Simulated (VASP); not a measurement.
W:

```
CELL_PARAMETERS angstrom
0.00000 2.03000 2.03000
2.03000 0.00000 2.03000
2.03000 2.03000 0.00000
ATOMIC_POSITIONS crystal
W 0.00000 0.00000 0.00000
```

Base run:

```yaml
Program: VASP 6.6.1
Functional: LDA
Potentials_or_basis: VASP PAW LDA potentials, release 64 (W_sv)
Cutoff: 520 eV
k_mesh: 12 × 12 × 12
Occupations: fermi-dirac, width 0.08 eV
Spin: collinear spin, ferromagnetic start
Starting_moments: "[0.5] μB"
Fixed_moment: 0.5 μB
```

Its results: pressure -15.1 GPa; site moments W +0.39 μB.

Question: The run is repeated on the same cell with these changes: fixed moment from 0.5 μB to 0.05 μB; moments at the start from [0.5] to [0.05]. What comes out?

Answer: Pressure -16.8 GPa; site moments W +0.04 μB.

Caveats: the total moment is fixed, so each spin has its own Fermi level.
